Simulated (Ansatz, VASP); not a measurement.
## One calculation of MgS, two programs

The input INCAR:

```
PREC = Accurate
ENCUT = 520
EDIFF = 1E-6
ISMEAR = 0
SIGMA = 0.05
LREAL = False
LASPH = True
NELM = 80
ALGO = Normal
ISIF = 2
LWAVE = False
LCHARG = True
GGA = CA
LELF = True
LVHAR = True
NBANDS = 11
```

File KPOINTS:

```
regular mesh
0
Gamma
  8 8 8
```

Contents of POSCAR:

```
MgS
1.0
    0.0000000000      2.8331200468      2.7481264454
    2.8331200468      0.0000000000      2.7481264454
    2.8331200468      2.8331200468      0.0000000000
Mg S
1 1
Direct
    0.0000000000      0.0000000000      0.0000000000
    0.7500000000      0.7500000000      0.7500000000
```

Input for Ansatz:

```yaml
crystal:
  lattice:
    - [0.0, 2.8331200468, 2.7481264454]
    - [2.8331200468, 0.0, 2.7481264454]
    - [2.8331200468, 2.8331200468, 0.0]
  atoms:
    - { symbol: Mg, position: [0.0, 0.0, 0.0] }
    - { symbol: S, position: [0.75, 0.75, 0.75] }
basis:
  ecutwfc: 420
kpoints:
  mp_grid: { grid: [8, 8, 8] }
hamiltonian:
  xc: lda
scf:
  occupations: { method: gaussian, width: 0.05 }
output:
  forces: true
  stress: true
  eigenvalues: true
```

Change from the starting cell: strain +0.000 along x and y, -0.030 along z, atoms carried along.

Alike in both runs: task single point; functional LDA; k mesh 8 × 8 × 8; occupations gaussian, width 0.05 eV; no spin polarisation.

```csv
,VASP,Ansatz
version,VASP 6.6.1,Ansatz 0.2.0
potentials or method,"VASP PAW LDA potentials, release 64 (Mg, S), cutoff 520 eV","scalar-relativistic, plane waves, PAW"
valence electrons in the cell,8,16
```

Ansatz gave:

* gap on the k mesh at the Fermi level (eV): 3.27
* least direct gap on the mesh (eV): 3.27
* pressure (GPa): -0.5
* traceless stress, the component that is largest in VASP (GPa): 0.37

**Question.** Which values does VASP return?

**Answer.** gap on the k mesh at the Fermi level (eV): 3.28; least direct gap on the mesh (eV): 3.28; pressure (GPa): -0.9; traceless stress, the component that is largest in VASP (GPa): 0.36.

LDA's correlation is that of Perdew and Zunger in VASP and of Perdew and Wang (1992) in Ansatz. VASP's potentials hold 8 valence electrons a cell and Ansatz's 16, so a difference there can come from the potentials and not from the codes.
